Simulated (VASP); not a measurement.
# AlBH6 (P1) in VASP: single point with PBEsol

Aim: the single point of AlBH6 with PBEsol.

All numbers are computed with VASP 6.6.1; they aren't measurements. Logs are shortened: lines on timing, memory, paths and dates and some standing lists are left out, and cuts for length are marked.

## 1. The cell of the first run

The typed cell holds 8 atoms: a = 3.479 Å, b = 3.479 Å, c = 4.897 Å, α = 86.30°, β = 93.60°, γ = 90.13°.

## 2. Single point, PBEsol

INCAR reads:

```
SYSTEM = AlBH6
ALGO = Normal
EDIFF = 1E-6
ENCUT = 520
GGA = PS
ISIF = 2
ISMEAR = -1
LASPH = .True.
LCHARG = .False.
LREAL = .False.
LWAVE = .False.
NBANDS = 16
NELM = 80
PREC = Accurate
SIGMA = 0.05
```

KPOINTS reads:

```
k-points
0
Gamma
  6 6 4
  0 0 0
```

POSCAR reads:

```
AlBH6
1.0
    3.4774142744     -0.0015118102     -0.1043665539
   -0.0031055215      3.4772903744      0.1028657289
   -0.1606219329      0.1710777366      4.8916263385
Al B H
1 1 6
Direct
    0.0356548553     -0.1537014002     -0.0397131763
    0.0954579554     -0.2125393847      0.4364272709
    0.5287216740      0.8644576707     -0.0715810822
    0.3236923919      0.5585086268      0.5446557580
    0.2674520794      0.0349995602      0.3025675271
    0.9040650398     -0.0218629487      0.5848897850
   -0.1520144748      0.6159045711      0.3025049553
    0.0163605689      0.3529429526      0.9285619256
```

Potentials or basis: VASP PAW PBE potentials, release 64 (Al, B, H).

Command:

```sh
$ cat potpaw_PBE.64/Al/POTCAR potpaw_PBE.64/B/POTCAR potpaw_PBE.64/H/POTCAR > POTCAR
$ mpirun -np 1 vasp_std > vasp.out
```

OUTCAR:

```text
SYSTEM = AlBH6
   EDIFF = 1E-6
   ENCUT = 520
   GGA = PS
   ISIF = 2
   ISMEAR = -1
   LASPH = .True.
   LREAL = .False.
   NELM = 80
   PREC = Accurate

 ion  position               nearest neighbor table
   1  0.036  0.846  0.960-   3 1.73   8 1.73   8 1.76   3 1.76   6 1.89   7 1.96   5 1.96   2 2.32
                             2 2.61
   2  0.095  0.787  0.436-   4 1.20   5 1.23   7 1.23   6 1.24   1 2.32   1 2.61
   3  0.529  0.864  0.928-   1 1.73   1 1.76
   4  0.324  0.559  0.545-   2 1.20
   5  0.267  0.035  0.303-   2 1.23   1 1.96
   6  0.904  0.978  0.585-   2 1.24   1 1.89
   7  0.848  0.616  0.303-   2 1.23   1 1.96
   8  0.016  0.353  0.929-   1 1.73   1 1.76

  LATTYP: Found a triclinic cell.
 ALAT       =     3.4788129226
 B/A-ratio  =     1.4126813715
 C/A-ratio  =     2.0843494206
 COS(alpha) =     0.0007877455
 COS(beta)  =     0.5243786749
 COS(gamma) =     0.7063066042

  Lattice vectors:

 A1 = (   0.0031055215,  -3.4772903744,  -0.1028657289)
 A2 = (  -3.4743087529,  -3.4757785642,   0.0015008250)
 A3 = (   3.6411417288,  -3.6498799212,  -5.0988586213)

Analysis of symmetry for initial positions (statically):
=====================================================================
 Subroutine PRICEL returns:
 Original cell was already a primitive cell.

 Routine SETGRP: Setting up the symmetry group for a
 triclinic supercell.

 Subroutine GETGRP returns: Found  1 space group operations
 (whereof  1 operations were pure point group operations)
 out of a pool of  2 trial point group operations.

The static configuration has the point symmetry C_1 .

Analysis of symmetry for dynamics (positions and initial velocities):
=====================================================================
 Subroutine PRICEL returns:
 Original cell was already a primitive cell.

 Routine SETGRP: Setting up the symmetry group for a
 triclinic supercell.

 Subroutine GETGRP returns: Found  1 space group operations
 (whereof  1 operations were pure point group operations)
 out of a pool of  2 trial point group operations.

The dynamic configuration has the point symmetry C_1 .

 Subroutine INISYM returns: Found  1 space group operations
 (whereof  1 operations are pure point group operations),
 and found     1 'primitive' translations

----------------------------------------------------------------------------------------

                                     Primitive cell

  volume of cell :      59.0300

  direct lattice vectors                    reciprocal lattice vectors
     3.477414274 -0.001511810 -0.104366554     0.287853687 -0.000022555  0.009452781
    -0.003105522  3.477290374  0.102865729    -0.000177191  0.287878091 -0.010073949
    -0.160621933  0.171077737  4.891626339     0.006145303 -0.006054253  0.204844514

  length of vectors
     3.478980411  3.478812923  4.897251804     0.288008855  0.288054354  0.205026080

  position of ions in fractional coordinates (direct lattice)
     0.035654855  0.846298600  0.960286824
     0.095457955  0.787460615  0.436427271
     0.528721674  0.864457671  0.928418918
     0.323692392  0.558508627  0.544655758
     0.267452079  0.034999560  0.302567527
     0.904065040  0.978137051  0.584889785
     0.847985525  0.615904571  0.302504955
     0.016360569  0.352942953  0.928561926

  ion indices of the primitive-cell ions
   primitive index   ion index
                 1           1
                 2           2
                 3           3
                 4           4
                 5           5
                 6           6
                 7           7
                 8           8

----------------------------------------------------------------------------------------

 KPOINTS: k-points

Automatic generation of k-mesh.
 Grid dimensions read from file:
 generate k-points for:    6    6    4

 Generating k-lattice:

  Cartesian coordinates                     Fractional coordinates (reciprocal lattice)
     0.047975615 -0.000003759  0.001575464     0.166666667  0.000000000  0.000000000
    -0.000029532  0.047979682 -0.001678991     0.000000000  0.166666667  0.000000000
     0.001536326 -0.001513563  0.051211128     0.000000000  0.000000000  0.250000000

  Length of vectors
     0.048001476  0.048009059  0.051256520

  Shift w.r.t. Gamma in fractional coordinates (k-lattice)
     0.000000000  0.000000000  0.000000000

 Subroutine IBZKPT returns following result:
 ===========================================

 Found     76 irreducible k-points:

 Following reciprocal coordinates:
            Coordinates               Weight
  0.000000  0.000000  0.000000      1.000000
  0.166667 -0.000000 -0.000000      2.000000
  0.333333  0.000000  0.000000      2.000000
  0.500000  0.000000  0.000000      1.000000
  0.000000  0.166667 -0.000000      2.000000
  0.166667  0.166667 -0.000000      2.000000
[... 16 lines left out ...]
  0.333333  0.000000  0.250000      2.000000
  0.500000  0.000000  0.250000      2.000000
 [... further k-points ...]
   k-points           NKPTS =     76   k-points in BZ     NKDIM =     76   number of bands    NBANDS=     16
   number of dos      NEDOS =    301   number of ions     NIONS =      8
   total plane-waves  NPLWV =  28224
   dimension x,y,z NGX =    28 NGY =   28 NGZ =   36
   dimension x,y,z NGXF=    56 NGYF=   56 NGZF=   72
   ions per type =               1   1   6
   NGX,Y,Z   is equivalent  to a cutoff of  13.38, 13.38, 12.22 a.u.
   NGXF,Y,Z  is equivalent  to a cutoff of  26.76, 26.76, 24.44 a.u.
 SYSTEM =  AlBH6
   PREC   = accura    normal or accurate (medium, high low for compatibility)
   ISTART =      0    job   : 0-new  1-cont  2-samecut
   ICHARG =      2    charge: 1-file 2-atom 10-const
   ISPIN  =      1    spin polarized calculation?
   LNONCOLLINEAR =      F non collinear calculations
   LSORBIT =      F    spin-orbit coupling
   LASPH  =      T    aspherical Exc in radial PAW
   ENCUT  =  520.0 eV  38.22 Ry    6.18 a.u.   6.47  6.47  9.11*2*pi/ulx,y,z
   NELM   =     80;   NELMIN=  2; NELMDL= -5     # of ELM steps
   EDIFF  = 0.1E-05   stopping-criterion for ELM
   LREAL  =      F    real-space projection
   EDIFFG = 0.1E-04   stopping-criterion for IOM
   NSW    =      0    number of steps for IOM
   IBRION =     -1    ionic relax: 0-MD 1-quasi-New 2-CG
   NFREE  =      0    steps in history (QN), initial steepest desc. (CG)
   ISIF   =      2    stress and relaxation
   ISYM   =      2    0-nonsym 1-usesym 2-fastsym
   POTIM  = 0.5000    time-step for ionic-motion
   TEBEG  =    0.0;   TEEND  =   0.0 temperature during run
   PSTRESS=    0.0 pullay stress
   NELECT =      12.0000    total number of electrons
   NUPDOWN=      -1.0000    fix difference up-down
   EMIN   =  10.00;   EMAX   =-10.00  energy-range for DOS
   EFERMI =   0.00;   METHOD = LEGACY
   ISMEAR =    -1;   SIGMA  =   0.05  broadening in eV -4-tet -1-fermi 0-gaus
   EFERMI_NEDOS =   21; number of points for ismear=-14 and -15
   IALGO  =     38    algorithm
   IMIX   =      4    mixing-type and parameters
     AMIX     =   0.40;   BMIX     =  1.00
     AMIX_MAG =   1.60;   BMIX_MAG =  1.00
  volume/ion in A,a.u.               =       7.38        49.79
  Fermi-wavevector in a.u.,A,eV,Ry     =   0.962597  1.819044 12.607050  0.926592
  Thomas-Fermi vector in A             =   2.092069
   LORBIT       =      0    0 simple, 1 ext, 2 COOP (PROOUT), +10 PAW based schemes
   GGA     = PS    functional components
   LHFCALC =     F    Hartree Fock is set to
   AEXX    =    0.0000 exact exchange contribution
   IVDW    =     0    specifies the selected vdW correction
   LEPSILON=     F    determine dielectric tensor
   LRPA    =     F    only Hartree local field effects (RPA)
 non-spin polarized calculation
  energy-cutoff  :      520.00
  volume of cell :       59.03
 maximum number of plane-waves:      1613
 NGX is ok and might be reduce to    28
   NGX = 13   NGY = 13   NGZ = 19

 number of electron      11.9999998 magnetization

 Free energy of the ion-electron system (eV)
  ---------------------------------------------------
  ext. energy  EPLUGINS =         0.00000000
  ---------------------------------------------------
  free energy    TOTEN  =       -30.81017476 eV

  energy without entropy =      -30.81017473  energy(sigma->0) =      -30.81017474

 E-fermi :   0.9894     XC(G=0):  -8.9067

 val. band max:        0.2502395595   @ k =  -0.0000  -0.0000   0.5000
 cond. band min:       1.6722730551   @ k =   0.5000   0.5000  -0.0000
 fundamental gap:      1.4220334956
 Fermi energy:         0.9893820808

 k-point     1 :       0.0000    0.0000    0.0000
  band No.  band energies     occupation
      1      -9.7767      2.00000
      2      -4.8801      2.00000
      3      -4.0550      2.00000
      4      -1.6112      2.00000
      5      -1.2551      2.00000
      6       0.2191      2.00000
[... 8 lines left out ...]
     15      12.1206      0.00000
     16      14.3908      0.00000

 k-point     2 :       0.1667   -0.0000   -0.0000
  band No.  band energies     occupation
      1      -9.5375      2.00000
      2      -4.6904      2.00000
      3      -3.8990      2.00000
      4      -2.4389      2.00000
      5      -1.3159      2.00000
      6      -0.0103      2.00000
[... 8 lines left out ...]
     15      12.2108      0.00000
     16      14.6085      0.00000

 k-point     3 :       0.3333    0.0000    0.0000
  band No.  band energies     occupation
      1      -8.9160      2.00000
      2      -4.6261      2.00000
      3      -3.7197      2.00000
      4      -3.3381      2.00000
      5      -1.2318      2.00000
      6      -0.9054      2.00000
[... 8 lines left out ...]
     15      13.3792      0.00000
     16      13.6864      0.00000

 k-point     4 :       0.5000    0.0000    0.0000
  band No.  band energies     occupation
      1      -8.4545      2.00000
      2      -5.2781      2.00000
      3      -3.4299      2.00000
      4      -3.0876      2.00000
      5      -1.6189      2.00000
      6      -1.2057      2.00000
[... 8 lines left out ...]
     15      13.1125      0.00000
     16      13.9298      0.00000

 k-point     5 :       0.0000    0.1667   -0.0000
  band No.  band energies     occupation
      1      -9.5375      2.00000
      2      -4.6906      2.00000
      3      -3.8990      2.00000
      4      -2.4354      2.00000
      5      -1.3201      2.00000
      6      -0.0098      2.00000
[... 8 lines left out ...]
     15      12.2012      0.00000
     16      14.6050      0.00000

 k-point     6 :       0.1667    0.1667   -0.0000
  band No.  band energies     occupation
      1      -9.3010      2.00000
      2      -4.4993      2.00000
      3      -3.7631      2.00000
      4      -2.4529      2.00000
      5      -2.0649      2.00000
      6      -0.1839      2.00000
[... 8 lines left out ...]
     15      13.3403      0.00000
     16      13.8326      0.00000
[... 267 lines left out ...]
 k-point    21 :      -0.0000   -0.0000    0.2500
  band No.  band energies     occupation
      1      -9.4672      2.00000
      2      -6.6132      2.00000
      3      -2.1381      2.00000
      4      -1.5716      2.00000
      5      -1.1800      2.00000
      6       0.2354      2.00000
[... 8 lines left out ...]
     15      13.7632      0.00000
     16      14.8016      0.00000

 k-point    22 :       0.1667    0.0000    0.2500
  band No.  band energies     occupation
      1      -9.2096      2.00000
      2      -6.4450      2.00000
      3      -2.5743      2.00000
      4      -1.8608      2.00000
      5      -1.2330      2.00000
      6      -0.0223      2.00000
[... 8 lines left out ...]
     15      13.5330      0.00000
     16      14.1766      0.00000

 k-point    23 :       0.3333    0.0000    0.2500
  band No.  band energies     occupation
      1      -8.6019      2.00000
      2      -5.8348      2.00000
      3      -4.1069      2.00000
      4      -2.0324      2.00000
      5      -1.2745      2.00000
      6      -0.5751      2.00000
[... 8 lines left out ...]
     15      12.9215      0.00000
     16      13.8507      0.00000

 k-point    24 :       0.5000    0.0000    0.2500
  band No.  band energies     occupation
      1      -8.2065      2.00000
      2      -5.2135      2.00000
      3      -4.8730      2.00000
      4      -2.6972      2.00000
      5      -1.3261      2.00000
      6      -0.6710      2.00000
[... 8 lines left out ...]
     15      12.7231      0.00000
     16      13.3488      0.00000

 [... further k-points ...]
[... 5 lines left out ...]
  --------------------------------------------------------------------------------------
  -------------------------------------------------------------------------------------
  Total       -0.0464059     -0.0432057     -0.0591006     -0.0040086     -0.0063751      0.0026687
  in kB       -1.2595379     -1.1726770     -1.6040940     -0.1088017     -0.1730317      0.0724328
  external PRESSURE =      -1.3454363 kB  Pullay stress =       0.0000000 kB

 VOLUME and BASIS-vectors are now :
 -----------------------------------------------------------------------------
  energy-cutoff  :      520.00
  volume of cell :       59.03
      direct lattice vectors                 reciprocal lattice vectors
     3.477414274 -0.001511810 -0.104366554     0.287853687 -0.000022555  0.009452781
    -0.003105522  3.477290374  0.102865729    -0.000177191  0.287878091 -0.010073949
    -0.160621933  0.171077737  4.891626339     0.006145303 -0.006054253  0.204844514

 POSITION                                       TOTAL-FORCE (eV/Angst)
 -----------------------------------------------------------------------------------
     -0.03288      3.10706      4.78070        -0.000638      0.000186      0.001675
      0.25940      2.81275      2.20588        -0.002845      0.003488      0.005021
      1.68678      3.16400      4.57522        -0.000567     -0.000387      0.000543
      1.03639      2.03479      2.68792         0.011574     -0.012515      0.007601
      0.88133      0.17306      1.45573         0.008061      0.010700     -0.011434
      3.04682      3.49996      2.86732        -0.005973      0.006251      0.008288
      2.89830      2.19215      1.45460        -0.010621     -0.009052     -0.011367
     -0.09335      1.38612      4.57678         0.001009      0.001329     -0.000328
 -----------------------------------------------------------------------------------
    total drift:                               -0.000055      0.000110      0.000181

  FREE ENERGIE OF THE ION-ELECTRON SYSTEM (eV)
  ---------------------------------------------------
  free  energy   TOTEN  =       -30.8101747573 eV

  energy  without entropy=      -30.8101747323  energy(sigma->0) =      -30.81017474
```

It took 1.8 min on 1 thread of Intel Xeon 8259CL, shared host; peak memory 0.21 GiB.

Results:

```yaml
Free_energy: -30.8102 eV
Pressure: -0.1 GPa
Largest_force: 0.019 eV/Å
Band_gap_on_the_k_mesh: 1.42 eV (least direct gap 2.75 eV)
```

Forces in eV/Å, atoms in the order of the input:
```
Al  -0.001  0.000  0.002
B   -0.003  0.003  0.005
H   -0.001  0.000  0.001
H    0.012 -0.013  0.008
H    0.008  0.011 -0.011
H   -0.006  0.006  0.008
H   -0.011 -0.009 -0.011
H    0.001  0.001  0.000
```

Caveat: the PAW data sets were made with another functional, which shifts forces and pressure a little. A k mesh can miss the band edges.
